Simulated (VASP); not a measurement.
Input of a VASP 6.6.1 run:

INCAR

```
  ALGO = Normal
  EDIFF = 1E-6
  ENCUT = 520
  GGA = PE
  ISIF = 2
  ISMEAR = -1
  LASPH = True
  LCHARG = False
  LREAL = False
  LWAVE = False
  NBANDS = 26
  NELM = 100
  PREC = Accurate
  SIGMA = 0.02
```

The input KPOINTS:

```
k-points
0
Gamma
  8 8 8
```

The input POSCAR:

```
NbP
1.0
   -1.7053883974      1.7053883974      5.8347627567
    1.7053883974     -1.7053883974      5.8347627567
    1.7053883974      1.7053883974     -5.8347627567
Nb P
2 2
Direct
    0.7499687201      0.7499687201      0.0000000000
    0.4999687201      0.9999687201      0.5000000000
    0.3326598549      0.3326598549      0.0000000000
    0.0826598549      0.5826598549      0.5000000000
```

Potentials or basis: VASP PAW PBE potentials, release 64 (Nb_sv, P).

Command:

```console
$ cat potpaw_PBE.64/Nb_sv/POTCAR potpaw_PBE.64/P/POTCAR > POTCAR
$ mpirun -np 1 vasp_std > vasp.out
```

Q: Predict the band gap on the k mesh.

A: Zero (bands 18 and 19 overlap by 0.04 eV).

Q: Estimate the pressure.

A: -10.0 GPa.

Q: What does it give for the largest force?

A: 0.010 eV/Å.

Forces in eV/Å, atoms in the order of the input:
```
Nb   0.000  0.000 -0.010
Nb   0.000  0.000 -0.010
P    0.000  0.000  0.010
P    0.000  0.000  0.010
```

Caveat: the cell stands under tension.
